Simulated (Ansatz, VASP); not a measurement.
## One calculation of Al2GaSb3, two programs

```
Al Ga Sb
1.0
     4.17536   -4.94235    0.00000
     4.17536    4.94235    0.00000
     0.00000    0.00000    5.31389
Al Ga Sb
2 1 3
Direct
  0.19848 0.19848 0.50000
  0.80152 0.80152 0.50000
  0.50000 0.50000 0.50000
  0.79146 0.20854 0.50000
  0.20854 0.79146 0.50000
  0.50000 0.50000 0.00000
```

Alike in both runs: functional PBE; k mesh 6 × 6 × 8; occupations gaussian, width 0.1 eV; no spin polarisation.

Ansatz relaxed the structure, and its values are those at the end. VASP's run is a single point on that final structure, the one shown.

```csv
,VASP,Ansatz
version,VASP 6.6.1,Ansatz 0.2.0
potentials or method,"VASP PAW PBE potentials, release 64 (Al, Ga_d, Sb), cutoff 520 eV","scalar-relativistic, plane waves, PAW"
valence electrons in the cell,34,64
```

VASP gave:

| Item | Value |
| --- | --- |
| gap on the k mesh at the Fermi level (eV) | none |
| pressure (GPa) | 0.0 |
| rms of the force components (eV/Å) | 0.018 |

Q: Estimate Ansatz's values.

A: gap on the k mesh at the Fermi level (eV): none; pressure (GPa): 0.0; rms of the force components (eV/Å): 0.001.

A gap of «none» marks a metal or a gap that the smearing closes. VASP's potentials hold 34 valence electrons a cell and Ansatz's 64, so a difference there can come from the potentials and not from the codes.

Spin-orbit coupling is off throughout.
